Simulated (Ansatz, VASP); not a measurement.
One calculation of SnO2, two programs

```
Sn O
1.0
     4.78800    0.00000    0.00000
     0.00000    4.86658    0.00000
     0.00000    0.00000    3.24090
Sn O
2 4
Direct
  0.50000 0.50000 0.50000
  0.00000 0.00000 0.00000
  0.29185 0.32104 0.00000
  0.79185 0.17896 0.50000
  0.20814 0.82104 0.50000
  0.70815 0.67896 0.00000
```

Alike in both runs: task single point; functional PBEsol; k mesh 6 × 6 × 8; occupations gaussian, width 0.02 eV; no spin polarisation.

|  | VASP | Ansatz |
| --- | --- | --- |
| version | VASP 6.6.1 | Ansatz 0.2.0 |
| potentials or method | VASP PAW PBE potentials, release 64 (Sn_d, O) | scalar-relativistic, plane waves, PAW |
| plane-wave cutoff (eV) | 600 | 420 |
| valence electrons in the cell | 52 | 52 |

VASP gave:

| Property | Result |
| --- | --- |
| gap on the k mesh at the Fermi level (eV) | 0.72 |
| pressure (GPa) | -6.0 |
| traceless stress, the component that is largest in VASP (GPa) | -0.63 |
| rms of the force components (eV/Å) | 0.050 |

Problem. Estimate Ansatz's values.

Solution. gap on the k mesh at the Fermi level (eV): 0.73; pressure (GPa): -6.3; traceless stress, the component that is largest in VASP (GPa): -0.83; rms of the force components (eV/Å): 0.055.

VASP's potentials were made for PBE, not for PBEsol. Atom by atom the forces differ by 0.008 eV/Å (rms over components). With one functional, cell and mesh, what is left measures potentials, basis and numerics.
